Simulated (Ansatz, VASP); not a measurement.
ZnAg: VASP beside Ansatz

The input INCAR:

```
PREC = Accurate
ENCUT = 520
EDIFF = 1E-8
ISMEAR = -1
SIGMA = 0.03
LREAL = False
LASPH = True
NELM = 80
ALGO = Normal
ISIF = 2
LWAVE = False
LCHARG = False
GGA = CA
LEFG = True
NBANDS = 18
```

KPOINTS

```
regular mesh
0
Gamma
  12 12 12
```

POSCAR

```
ZnAg
1.0
    3.0915737591      0.0000000000      0.0000000000
    0.0000000000      3.0915737591      0.0000000000
    0.0000000000      0.0000000000      3.0915737591
Zn Ag
1 1
Direct
    0.5000000000      0.5000000000      0.5000000000
    0.0000000000      0.0000000000      0.0000000000
```

Input for Ansatz:

```yaml
crystal:
  lattice:
    - [3.0915737591, 0.0, 0.0]
    - [0.0, 3.0915737591, 0.0]
    - [0.0, 0.0, 3.0915737591]
  atoms:
    - { symbol: Zn, position: [0.5, 0.5, 0.5] }
    - { symbol: Ag, position: [0.0, 0.0, 0.0] }
kpoints:
  mp_grid: { grid: [12, 12, 12] }
scf:
  occupations: { method: fermi_dirac, width: 0.03 }
hamiltonian:
  xc: lda
  pseudopotentials: { kind: all_electron, datasets: crystal }
output:
  forces: true
  stress: true
  eigenvalues: true
  efg: { contact_densities: true }
```

Change from the starting cell: volume scaled by 0.94, crystal datasets.

Alike in both runs: task electric field gradients; functional LDA; k mesh 12 × 12 × 12; occupations fermi-dirac, width 0.03 eV; no spin polarisation.

|  | VASP | Ansatz |
| --- | --- | --- |
| version | VASP 6.6.1 | Ansatz 0.2.0 |
| potentials or method | VASP PAW LDA potentials, release 64 (Zn, Ag), cutoff 520 eV | all-electron PAW with datasets made for the crystal, scalar-relativistic |

|  | VASP | Ansatz | Ansatz less VASP |
| --- | --- | --- | --- |
| pressure (GPa) | -1.2 | -1.7 | -0.48 |

LDA's correlation is that of Perdew and Zunger in VASP and of Perdew and Wang (1992) in Ansatz. Ansatz ran all-electron here, and VASP with PAW potentials.
